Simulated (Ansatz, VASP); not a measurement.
**CoSi in VASP and in Ansatz**

The input INCAR:

```
SYSTEM = CoSi
PREC = Accurate
ENCUT = 520
EDIFF = 1E-7
ISMEAR = 0
SIGMA = 0.15
LREAL = .False.
LASPH = .True.
NELM = 60
ALGO = Fast
ISIF = 2
LWAVE = .False.
LCHARG = .False.
GGA = PE
NBANDS = 36
```

File KPOINTS:

```
regular mesh
0
Gamma
  10 10 10
  0 0 0
```

File POSCAR:

```
CoSi
1.0
    4.4308490675      0.0000000000      0.0000000000
    0.0000000000      4.4308490675      0.0000000000
    0.0000000000      0.0000000000      4.4308490675
Co Si
4 4
Direct
    0.1429471867      0.1361567188      0.1490656342
    0.3490788408      0.8594565111      0.6423924180
    0.6496860138      0.3512021983      0.8670213607
    0.8633068274      0.6515436851      0.3540360611
    0.8439932808      0.8490921072      0.8375908304
    0.6524244699      0.1699344337      0.3484404839
    0.3422992411      0.6517380433      0.1562316266
    0.1562641394      0.3308763024      0.6452215850
```

Input for Ansatz:

```yaml
crystal:
  lattice:
    - [4.4308490675, 0.0, 0.0]
    - [0.0, 4.4308490675, 0.0]
    - [0.0, 0.0, 4.4308490675]
  atoms:
    - { symbol: Co, position: [0.1429471867, 0.1361567188, 0.1490656342] }
    - { symbol: Co, position: [0.3490788408, 0.8594565111, 0.642392418] }
    - { symbol: Co, position: [0.6496860138, 0.3512021983, 0.8670213607] }
    - { symbol: Co, position: [0.8633068274, 0.6515436851, 0.3540360611] }
    - { symbol: Si, position: [0.8439932808, 0.8490921072, 0.8375908304] }
    - { symbol: Si, position: [0.6524244699, 0.1699344337, 0.3484404839] }
    - { symbol: Si, position: [0.3422992411, 0.6517380433, 0.1562316266] }
    - { symbol: Si, position: [0.1562641394, 0.3308763024, 0.645221585] }
basis:
  ecutwfc: 420
kpoints:
  mp_grid: { grid: [10, 10, 10] }
hamiltonian:
  xc: pbe
scf:
  occupations: { method: gaussian, width: 0.15 }
output:
  forces: true
  stress: true
  eigenvalues: true
  write_density: true
  write_potential: true
  elf: true
  volumetric_format: npy
```

Change from the starting cell: all atoms moved at random (sigma 0.03 Å a component).

Alike in both runs: task single point; functional PBE; k mesh 10 × 10 × 10; occupations gaussian, width 0.15 eV; no spin polarisation.

|  | VASP | Ansatz |
| --- | --- | --- |
| version | VASP 6.6.1 | Ansatz 0.2.0 |
| potentials or method | VASP PAW PBE potentials, release 64 (Co, Si), cutoff 520 eV | scalar-relativistic, plane waves, PAW |
| valence electrons in the cell | 52 | 84 |

|  | VASP | Ansatz | Ansatz less VASP |
| --- | --- | --- | --- |
| gap on the k mesh at the Fermi level (eV) | none | none | - |
| pressure (GPa) | 0.7 | 0.8 | +0.09 |
| traceless stress, the component that is largest in VASP (GPa) | -0.81 | -0.80 | +0.015 |
| rms of the force components (eV/Å) | 0.389 | 0.388 | -0.0007 |

Atom by atom the forces differ by 0.003 eV/Å (rms over components). A gap of «none» marks a metal or a gap that the smearing closes. VASP's potentials hold 52 valence electrons a cell and Ansatz's 84, so a difference there can come from the potentials and not from the codes.
